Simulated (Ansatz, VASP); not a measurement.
**One calculation of Sr, two programs**

```
CELL_PARAMETERS angstrom
4.03303 0.00000 0.00000
-2.01651 3.89926 0.00000
0.00000 0.00000 7.01332
ATOMIC_POSITIONS crystal
Sr 0.33333 0.66667 0.25000
Sr 0.66667 0.33333 0.75000
```

Change from the starting cell: strain +e along x and -e along y -0.0550, strain +e along z and -e/2 along x and y +0.0000.

Alike in both runs: task single point; functional PBE; k mesh 12 × 12 × 6; occupations gaussian, width 0.15 eV; no spin polarisation.

```csv
,VASP,Ansatz
version,VASP 6.6.1,Ansatz 0.2.0
potentials or method,"VASP PAW PBE potentials, release 64 (Sr_sv), cutoff 520 eV","scalar-relativistic, plane waves, PAW"
valence electrons in the cell,20,20
```

|  | VASP | Ansatz | Ansatz less VASP |
| --- | --- | --- | --- |
| gap on the k mesh at the Fermi level (eV) | none | none | - |
| pressure (GPa) | 0.1 | 0.1 | 0.00 |
| traceless stress, the component that is largest in VASP (GPa) | 1.25 | 1.25 | -0.003 |
| rms of the force components (eV/Å) | 0.053 | 0.053 | -0.0001 |

Atom by atom the forces differ by 0.000 eV/Å (rms over components). A gap of «none» marks a metal or a gap that the smearing closes.
